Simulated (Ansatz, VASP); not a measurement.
# Two plane-wave programs on C

```xyz
12
Lattice="2.3441 0.0000 0.0000 -1.1721 2.0301 0.0000 0.0000 0.0000 12.1184" Properties=species:S:1:pos:R:3 pbc="T T T"
C     0.0000    0.0000    2.2644
C     0.0000    0.0000    8.3236
C     0.0000    0.0000    3.7948
C     0.0000    0.0000    9.8540
C     0.0000    1.3534    6.3109
C     1.1721    0.6767    0.2517
C     0.0000    1.3534   11.8667
C     1.1721    0.6767    5.8075
C     0.0000    1.3534    7.8175
C     1.1721    0.6767    1.7583
C     0.0000    1.3534   10.3601
C     1.1721    0.6767    4.3009
```

Alike in both runs: task single point; functional PBE; k mesh 12 × 12 × 2; occupations gaussian, width 0.05 eV; no spin polarisation.

```csv
,VASP,Ansatz
version,VASP 6.6.1,Ansatz 0.2.0
potentials or method,"VASP PAW PBE potentials, release 64 (C), cutoff 520 eV","scalar-relativistic, plane waves, PAW"
valence electrons in the cell,48,48
```

```tsv
	VASP	Ansatz	Ansatz less VASP
gap on the k mesh at the Fermi level (eV)	4.61	4.62	+0.006
least direct gap on the mesh (eV)	4.61	4.62	+0.006
rms of the force components (eV/Å)	0.364	0.354	-0.0100
```

Atom by atom the forces differ by 0.010 eV/Å (rms over components). The functional is the same, so the differences come from potentials, cutoffs and numerics.
